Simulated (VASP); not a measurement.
# Au: single point with r2SCAN

The system is Au.

```
CELL_PARAMETERS angstrom
1.41993 -2.55070 0.00000
1.41993 2.55070 0.00000
0.00000 0.00000 4.85684
ATOMIC_POSITIONS crystal
Au 0.66415 0.33585 0.25000
Au 0.33585 0.66415 0.75000
```

```yaml
Program: VASP 6.6.1
Task: single point
Functional: r2SCAN
Potentials_or_basis: VASP PAW PBE potentials, release 64 (Au)
Cutoff: 520 eV
k_mesh: 16 × 16 × 10
Occupations: gaussian, width 0.1 eV
Spin: no spin polarisation
```

```yaml
Pressure: 0.3 GPa
Largest_force: 0.005 eV/Å
Band_gap_on_the_k_mesh: zero (bands 11 and 12 overlap by 6.90 eV)
```

Forces in eV/Å, atoms in the order of the input:
```
Au   0.000  0.005  0.000
Au   0.000 -0.005  0.000
```

Stress tensor (GPa, compression positive):
```
0.31 0.00 0.00
0.00 0.27 0.00
0.00 0.00 0.19
```

Levels at points of the mesh, in eV from the Fermi level:
```csv
k point,band 7,band 8,band 9,band 10,band 11,band 12,band 13,band 14,band 15,band 16
"(0.00, 0.00, 0.00)",-4.17,-3.80,-3.62,-2.38,-2.38,-0.84,2.59,15.34,16.50,17.58
"(0.50, 0.00, 0.00)",-3.64,-2.18,-2.04,-1.87,0.49,1.72,6.06,7.59,7.62,10.45
"(0.50, 0.50, 0.00)",-3.81,-2.12,-2.12,-1.93,0.28,1.28,5.79,7.16,7.42,11.46
"(0.00, 0.00, 0.50)",-4.51,-4.51,-2.90,-2.90,-2.76,-2.76,10.91,10.91,15.65,15.65
"(0.50, 0.00, 0.50)",-2.57,-2.57,-1.92,-1.92,0.78,0.78,4.12,4.12,13.72,13.72
"(0.50, 0.50, 0.50)",-2.51,-2.51,-2.01,-2.01,0.42,0.42,3.67,3.67,13.45,13.45
```

Run time: 4.6 min on 1 thread of Intel(R) Xeon(R) 6975P-C (Granite Rapids) (shared host), peak memory 0.34 GiB.

Caveat: the PAW data sets were made with another functional, which shifts forces and pressure a little; spin-orbit coupling is left out, which moves the levels of the heavy elements.
